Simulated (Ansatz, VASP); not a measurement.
**BeZn2S2O: VASP beside Ansatz**

The input INCAR:

```
SYSTEM = BeZn2S2O
ALGO     = Normal         ! electronic algorithm
EDIFF    = 1E-7           ! SCF threshold, eV
EDIFFG   = -0.01          ! ionic threshold
ENCUT    = 600            ! plane-wave cutoff, eV
GGA      = PE             ! functional
IBRION   = 2              ! ionic algorithm
ISIF     = 3              ! what is computed and relaxed
ISMEAR   = 0              ! smearing method
LASPH    = .TRUE.         ! aspherical terms in the spheres
LCHARG   = .FALSE.        ! write CHGCAR
LREAL    = .FALSE.        ! projectors in reciprocal space
LWAVE    = .FALSE.        ! write WAVECAR
NELM     = 100            ! most SCF steps
NSW      = 100            ! ionic steps
PREC     = Accurate       ! precision mode
SIGMA    = 0.02           ! smearing width, eV
```

KPOINTS

```
k-points
0
G
  6 6 4
  0 0 0
```

The input POSCAR:

```
BeZn2S2O
1.0
    4.3469691282      0.0000000000      0.0000000000
    0.0000000000      4.3469691282      0.0000000000
    0.0000000000      0.0000000000      7.4692981397
Be Zn S O
1 2 2 1
Direct
    0.0000000000      0.0000000000      0.0000000000
    0.0000000000      0.5000000000      0.0000000000
    0.5000000000      0.0000000000      0.0000000000
    0.0000000000      0.0000000000      0.7564832813
    0.0000000000      0.0000000000      0.2435167187
    0.5000000000      0.5000000000      0.0000000000
```

Input for Ansatz:

```yaml
crystal:
  lattice:
    - [4.3469691282, 0.0, 0.0]
    - [0.0, 4.3469691282, 0.0]
    - [0.0, 0.0, 7.4692981397]
  atoms:
    - { symbol: Be, position: [0.0, 0.0, 0.0] }
    - { symbol: Zn, position: [0.0, 0.5, 0.0] }
    - { symbol: Zn, position: [0.5, 0.0, 0.0] }
    - { symbol: S, position: [0.0, 0.0, 0.7564832813] }
    - { symbol: S, position: [0.0, 0.0, 0.2435167187] }
    - { symbol: O, position: [0.5, 0.5, 0.0] }
basis:
  ecutwfc: 420
kpoints:
  mp_grid: { grid: [6, 6, 4] }
hamiltonian:
  xc: pbe
scf:
  occupations: { method: gaussian, width: 0.02 }
output:
  forces: true
  stress: true
  eigenvalues: true
relax:
  adjacent_minimum: "off"
  f_tol: 0.01
  max_steps: 80
  cell: { stress_tol: 0.05 }
```

Alike in both runs: task relaxation of cell and atoms; functional PBE; k mesh 6 × 6 × 4; occupations gaussian, width 0.02 eV; no spin polarisation.

|  | VASP | Ansatz |
| --- | --- | --- |
| version | VASP 6.6.1 | Ansatz 0.2.0 |
| potentials or method | VASP PAW PBE potentials, release 64 (Be, Zn, S, O), cutoff 600 eV | scalar-relativistic, plane waves, PAW |
| valence electrons in the cell | 44 | 44 |

|  | VASP | Ansatz | Ansatz less VASP |
| --- | --- | --- | --- |
| gap on the k mesh at the Fermi level, each at its own relaxed structure (eV) | 1.48 | 1.50 | +0.025 |
| relaxed volume (Å³/atom) | 24.12 | 24.42 | +0.303 |
| relaxed length of the cell vector where the two differ most in proportion (Å) | 7.644 | 7.760 | +0.1163 |
